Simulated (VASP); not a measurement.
# Rb3NaH4 (Pm-3m) in VASP: dielectric tensor with LDA

Aim: the dielectric tensor of Rb3NaH4 with LDA.

All numbers are computed with VASP 6.6.1; they aren't measurements. Logs are shortened: lines on timing, memory, paths and dates and some standing lists are left out, and cuts for length are marked.

### Step 1. The cell of the first run

The structure is cubic, space group Pm-3m (No. 221). Conventional cell: a = 5.844 Å, b = 5.844 Å, c = 5.844 Å, α = 90.00°, β = 90.00°, γ = 90.00°. Within 3.8 Å of Rb (site symmetry 4/mmm) lie 6 H at 2.92 Å. Within 3.8 Å of Na (site symmetry m-3m) lie 6 H at 2.92 Å. Within 3.8 Å of H (site symmetry 4/mmm) lie 4 Rb at 2.92 Å and 2 Na at 2.92 Å. H (site symmetry m-3m) has 6 Rb at 2.92 Å within 3.8 Å.

### Step 2. Dielectric tensor, LDA

File INCAR:

```
SYSTEM = Rb3NaH4
  PREC = Accurate
  ENCUT = 520
  EDIFF = 1E-8
  ISMEAR = 0
  SIGMA = 0.01
  LREAL = .FALSE.
  LASPH = .TRUE.
  NELM = 80
  ALGO = Normal
  ISIF = 2
  LWAVE = .FALSE.
  LCHARG = .FALSE.
  GGA = CA
  LEPSILON = .TRUE.
```

File KPOINTS:

```
Automatic mesh
0
G
  3 3 3
  0 0 0
```

File POSCAR:

```
Rb3NaH4
1.0
    5.8440310000      0.0000000000      0.0000000000
    0.0000000000      5.8440310000      0.0000000000
    0.0000000000      0.0000000000      5.8440310000
Rb Na H
3 1 4
Direct
    0.0000000000      0.0000000000      0.5000000000
    0.0000000000      0.5000000000      0.0000000000
    0.5000000000      0.0000000000      0.0000000000
    0.5000000000      0.5000000000      0.5000000000
    0.5000000000      0.5000000000      0.0000000000
    0.5000000000      0.0000000000      0.5000000000
    0.0000000000      0.5000000000      0.5000000000
    0.0000000000      0.0000000000      0.0000000000
```

Potentials or basis: VASP PAW LDA potentials, release 64 (Rb_sv, Na_pv, H).

Launch:

```bash
$ cat potpaw_LDA.64/Rb_sv/POTCAR potpaw_LDA.64/Na_pv/POTCAR potpaw_LDA.64/H/POTCAR > POTCAR
$ mpirun -np 1 vasp_std > vasp.out
```

OUTCAR:

```text
SYSTEM = Rb3NaH4
   PREC = Accurate
   ENCUT = 520
   EDIFF = 1E-8
   ISMEAR = 0
   LREAL = .FALSE.
   LASPH = .TRUE.
   NELM = 80
   ISIF = 2
   GGA = CA
   LEPSILON = .TRUE.

 ion  position               nearest neighbor table
   1  0.000  0.000  0.500-   6 2.92   7 2.92   8 2.92   8 2.92   7 2.92   6 2.92   2 4.13   3 4.13
                             2 4.13   2 4.13   4 4.13   3 4.13   2 4.13   3 4.13   4 4.13   4 4.13
   2  0.000  0.500  0.000-   5 2.92   7 2.92   8 2.92   7 2.92   8 2.92   5 2.92   1 4.13   4 4.13
                             1 4.13   1 4.13   3 4.13   3 4.13   1 4.13   3 4.13   4 4.13   4 4.13
   3  0.500  0.000  0.000-   5 2.92   6 2.92   8 2.92   6 2.92   5 2.92   8 2.92   1 4.13   4 4.13
                             1 4.13   2 4.13   4 4.13   2 4.13   4 4.13   1 4.13   2 4.13   4 4.13
   4  0.500  0.500  0.500-   1 4.13   2 4.13   3 4.13   2 4.13   3 4.13   1 4.13   3 4.13   3 4.13
                             1 4.13   2 4.13   2 4.13   1 4.13
   5  0.500  0.500  0.000-   2 2.92   3 2.92   3 2.92   2 2.92
   6  0.500  0.000  0.500-   1 2.92   3 2.92   3 2.92   1 2.92
   7  0.000  0.500  0.500-   1 2.92   2 2.92   2 2.92   1 2.92
   8  0.000  0.000  0.000-   1 2.92   2 2.92   3 2.92   1 2.92   2 2.92   3 2.92

  LATTYP: Found a simple cubic cell.
 ALAT       =     5.8440310000

  Lattice vectors:

 A1 = (   5.8440310000,   0.0000000000,   0.0000000000)
 A2 = (   0.0000000000,   5.8440310000,   0.0000000000)
 A3 = (   0.0000000000,   0.0000000000,   5.8440310000)

Analysis of symmetry for initial positions (statically):
=====================================================================
 Subroutine PRICEL returns:
 Original cell was already a primitive cell.

 Routine SETGRP: Setting up the symmetry group for a
 simple cubic supercell.

 Subroutine GETGRP returns: Found 48 space group operations
 (whereof 48 operations were pure point group operations)
 out of a pool of 48 trial point group operations.

The static configuration has the point symmetry O_h .

Analysis of symmetry for dynamics (positions and initial velocities):
=====================================================================
 Subroutine PRICEL returns:
 Original cell was already a primitive cell.

 Routine SETGRP: Setting up the symmetry group for a
 simple cubic supercell.

 Subroutine GETGRP returns: Found 48 space group operations
 (whereof 48 operations were pure point group operations)
 out of a pool of 48 trial point group operations.

The dynamic configuration has the point symmetry O_h .

 Subroutine INISYM returns: Found 48 space group operations
 (whereof 48 operations are pure point group operations),
 and found     1 'primitive' translations

----------------------------------------------------------------------------------------

                                     Primitive cell

  volume of cell :     199.5894

  direct lattice vectors                    reciprocal lattice vectors
     5.844031000  0.000000000  0.000000000     0.171114767  0.000000000  0.000000000
     0.000000000  5.844031000  0.000000000     0.000000000  0.171114767  0.000000000
     0.000000000  0.000000000  5.844031000     0.000000000  0.000000000  0.171114767

  length of vectors
     5.844031000  5.844031000  5.844031000     0.171114767  0.171114767  0.171114767

  position of ions in fractional coordinates (direct lattice)
     0.000000000  0.000000000  0.500000000
     0.000000000  0.500000000  0.000000000
     0.500000000  0.000000000  0.000000000
     0.500000000  0.500000000  0.500000000
     0.500000000  0.500000000  0.000000000
     0.500000000  0.000000000  0.500000000
     0.000000000  0.500000000  0.500000000
     0.000000000  0.000000000  0.000000000

  ion indices of the primitive-cell ions
   primitive index   ion index
                 1           1
                 2           2
                 3           3
                 4           4
                 5           5
                 6           6
                 7           7
                 8           8

----------------------------------------------------------------------------------------

 KPOINTS: Automatic mesh

Automatic generation of k-mesh.
 Grid dimensions read from file:
 generate k-points for:    3    3    3

 Generating k-lattice:

  Cartesian coordinates                     Fractional coordinates (reciprocal lattice)
     0.057038256  0.000000000  0.000000000     0.333333333  0.000000000  0.000000000
     0.000000000  0.057038256  0.000000000     0.000000000  0.333333333  0.000000000
     0.000000000  0.000000000  0.057038256     0.000000000  0.000000000  0.333333333
[... 55 lines left out ...]
     AMIX     =   0.40;   BMIX     =  1.00
     AMIX_MAG =   1.60;   BMIX_MAG =  1.00
  volume/ion in A,a.u.               =      24.95       168.36
  Fermi-wavevector in a.u.,A,eV,Ry     =   0.941796  1.779736 12.068092  0.886980
  Thomas-Fermi vector in A             =   2.069342
   LORBIT       =      0    0 simple, 1 ext, 2 COOP (PROOUT), +10 PAW based schemes
   GGA     = CA    functional components
   LHFCALC =     F    Hartree Fock is set to
   AEXX    =    0.0000 exact exchange contribution
   IVDW    =     0    specifies the selected vdW correction
   LEPSILON=     T    determine dielectric tensor
   LRPA    =     F    only Hartree local field effects (RPA)
 non-spin polarized calculation
 Gauss-broadening in eV      SIGMA  =   0.01
  energy-cutoff  :      520.00
  volume of cell :      199.59
 maximum number of plane-waves:      5449
 NGX is ok and might be reduce to    48
   NGX = 21   NGY = 21   NGZ = 21

--------------------------------------- Ionic step        1  -------------------------------------------

 number of electron      38.0000008 magnetization

 E-fermi :  -1.4123     XC(G=0):  -7.4792

 val. band max:       -1.4630724264   @ k =   0.3333   0.3333   0.3333
 cond. band min:       0.7967294247   @ k =   0.3333   0.3333   0.3333
 fundamental gap:      2.2598018511
 Fermi energy:        -1.4123300636

 k-point     1 :       0.0000    0.0000    0.0000
  band No.  band energies     occupation
      1     -27.1652      2.00000
      2     -27.1060      2.00000
      3     -27.1060      2.00000
      4     -25.1101      2.00000
      5     -25.1101      2.00000
      6     -25.1101      2.00000
[... 97 lines left out ...]
     23       2.4874      0.00000
     24       4.0693      0.00000

  FORCE on cell =-STRESS in cart. coord.  units (eV):
  Direction    XX          YY          ZZ          XY          YZ          ZX
  --------------------------------------------------------------------------------------
  -------------------------------------------------------------------------------------
  Total       -2.0052630     -2.0052630     -2.0052630      0.0000000     -0.0000000     -0.0000000
  in kB      -16.0969793    -16.0969793    -16.0969793      0.0000000     -0.0000000     -0.0000000
  external PRESSURE =     -16.0969793 kB  Pullay stress =       0.0000000 kB

 VOLUME and BASIS-vectors are now :
 -----------------------------------------------------------------------------
  energy-cutoff  :      520.00
  volume of cell :      199.59
      direct lattice vectors                 reciprocal lattice vectors
     5.844031000  0.000000000  0.000000000     0.171114767  0.000000000  0.000000000
     0.000000000  5.844031000  0.000000000     0.000000000  0.171114767  0.000000000
     0.000000000  0.000000000  5.844031000     0.000000000  0.000000000  0.171114767

 POSITION                                       TOTAL-FORCE (eV/Angst)
 -----------------------------------------------------------------------------------
      0.00000      0.00000      2.92202         0.000000      0.000000      0.000000
      0.00000      2.92202      0.00000         0.000000      0.000000      0.000000
      2.92202      0.00000      0.00000         0.000000      0.000000      0.000000
      2.92202      2.92202      2.92202         0.000000      0.000000      0.000000
      2.92202      2.92202      0.00000         0.000000      0.000000      0.000000
      2.92202      0.00000      2.92202         0.000000      0.000000      0.000000
      0.00000      2.92202      2.92202         0.000000      0.000000      0.000000
      0.00000      0.00000      0.00000         0.000000      0.000000      0.000000
 -----------------------------------------------------------------------------------
    total drift:                                0.000000      0.000000      0.000000

  FREE ENERGIE OF THE ION-ELECTRON SYSTEM (eV)
  ---------------------------------------------------
  free  energy   TOTEN  =       -19.6594807206 eV

  energy  without entropy=      -19.6594807206  energy(sigma->0) =      -19.65948072

 HEAD OF MICROSCOPIC STATIC DIELECTRIC TENSOR (INDEPENDENT PARTICLE, excluding Hartree and local field effects)
 ------------------------------------------------------
           3.335555    -0.000000     0.000000
          -0.000000     3.335555     0.000000
          -0.000000    -0.000000     3.335555
 ------------------------------------------------------

 Free energy of the ion-electron system (eV)
  ---------------------------------------------------
  ---------------------------------------------------
  free energy    TOTEN  =        -1.31501665 eV

  energy without entropy =       -1.31501665

------------------------ aborting loop because EDIFF is reached ----------------------------------------

--------------------------------------- Ionic step        2  -------------------------------------------

------------------------ aborting loop because EDIFF is reached ----------------------------------------

--------------------------------------- Ionic step        3  -------------------------------------------

 Free energy of the ion-electron system (eV)
  ---------------------------------------------------
  ---------------------------------------------------
  free energy    TOTEN  =        -1.31501695 eV

  energy without entropy =       -1.31501695

------------------------ aborting loop because EDIFF is reached ----------------------------------------

 PIEZOELECTRIC TENSOR FIELD DIRECTION 3  (e Angst)
 -----------------------------------------------------------------------------
    -0.00255  0.00000  0.00000           (  0.00003  0.00000  0.00000)
     0.00000 -0.00255  0.00000           (  0.00000  0.00003  0.00000)
     0.00000  0.00000  0.01331           (  0.00000  0.00000  0.00002)

 PIEZOELECTRIC TENSOR FIELD DIRECTION 3  (C/m^2)
 -----------------------------------------------------------------------------
    -0.00020  0.00000  0.00000
     0.00000 -0.00020  0.00000
     0.00000  0.00000  0.00107

 MACROSCOPIC STATIC DIELECTRIC TENSOR (including local field effects in DFT)
 ------------------------------------------------------
           3.132178     0.000000     0.000000
          -0.000000     3.132178    -0.000000
           0.000000     0.000000     3.132178
 ------------------------------------------------------

 PIEZOELECTRIC TENSOR (including local field effects)  for field in x, y, z        (e  Angst)
          XX          YY          ZZ          XY          YZ          ZX
  --------------------------------------------------------------------------------
  x     0.00000     0.00000     0.00000     0.00000     0.00000     0.00000
  y     0.00000     0.00000     0.00000     0.00000     0.00000     0.00000
  z     0.00000     0.00000     0.00000     0.00000     0.00000     0.00000

 PIEZOELECTRIC TENSOR (including local field effects)  for field in x, y, z        (C/m^2)
          XX          YY          ZZ          XY          YZ          ZX
  --------------------------------------------------------------------------------
  x     0.00000     0.00000     0.00000     0.00000     0.00000     0.00000
  y     0.00000     0.00000     0.00000     0.00000     0.00000     0.00000
  z     0.00000     0.00000     0.00000     0.00000     0.00000     0.00000

 BORN EFFECTIVE CHARGES (including local field effects) (in |e|, cummulative output)
 ---------------------------------------------------------------------------------
 ion    1
    1     0.94928     0.00000     0.00000
    2     0.00000     0.94928    -0.00000
    3    -0.00000    -0.00000     1.08259
 ion    2
    1     0.94928    -0.00000    -0.00000
    2     0.00000     1.08259     0.00000
    3    -0.00000     0.00000     0.94928
 ion    3
    1     1.08259    -0.00000    -0.00000
    2    -0.00000     0.94928    -0.00000
    3     0.00000    -0.00000     0.94928
 ion    4
    1     1.20826     0.00000     0.00000
    2    -0.00000     1.20826    -0.00000
    3     0.00000    -0.00000     1.20826
 ion    5
    1    -0.99948     0.00000    -0.00000
    2     0.00000    -0.99948     0.00000
    3     0.00000    -0.00000    -1.20126
 ion    6
    1    -0.99948    -0.00000     0.00000
    2     0.00000    -1.20126    -0.00000
    3    -0.00000    -0.00000    -0.99948
 ion    7
    1    -1.20126    -0.00000    -0.00000
    2     0.00000    -0.99948    -0.00000
    3     0.00000    -0.00000    -0.99948
 ion    8
    1    -0.98920     0.00000    -0.00000
    2    -0.00000    -0.98920    -0.00000
    3     0.00000     0.00000    -0.98920
```

Run time: 19 min. Hardware: 1 thread of Intel Xeon 8259CL, shared host; peak memory 0.33 GiB.

Results:

| Quantity | Value |
| --- | --- |
| Band gap on the k mesh | 2.26 eV |
| Electronic dielectric tensor (diagonal) | 3.13 |
| Born charges (mean of the diagonal) | Rb +0.99; Na +1.21; H -1.07, -0.99 (each value once) e |

Levels at points of the mesh, in eV from the valence-band top:
```
           k point  band 15  band 16  band 17  band 18  band 19  band 20  band 21  band 22  band 23  band 24
(0.00, 0.00, 0.00)    -9.68    -2.17    -0.76    -0.57    -0.57     4.69     4.69     4.69     4.86     4.86
```

Electronic dielectric tensor:
```
3.13 0.00 0.00
0.00 3.13 0.00
0.00 0.00 3.13
```

Born effective charge tensors (e):
atom 1, Rb
```
0.95 0.00 0.00
0.00 0.95 0.00
0.00 0.00 1.08
```
atom 2, Rb
```
0.95 0.00 0.00
0.00 1.08 0.00
0.00 0.00 0.95
```
atom 3, Rb
```
1.08 0.00 0.00
0.00 0.95 0.00
0.00 0.00 0.95
```
atom 4, Na
```
1.21 0.00 0.00
0.00 1.21 0.00
0.00 0.00 1.21
```
atom 5, H
```
-1.00  0.00  0.00
 0.00 -1.00  0.00
 0.00  0.00 -1.20
```
atom 6, H
```
-1.00  0.00  0.00
 0.00 -1.20  0.00
 0.00  0.00 -1.00
```
atom 7, H
```
-1.20  0.00  0.00
 0.00 -1.00  0.00
 0.00  0.00 -1.00
```
atom 8, H
```
-0.99  0.00  0.00
 0.00 -0.99  0.00
 0.00  0.00 -0.99
```

Caveat: an odd mesh through Γ misses points on the zone boundary, where band edges can lie.
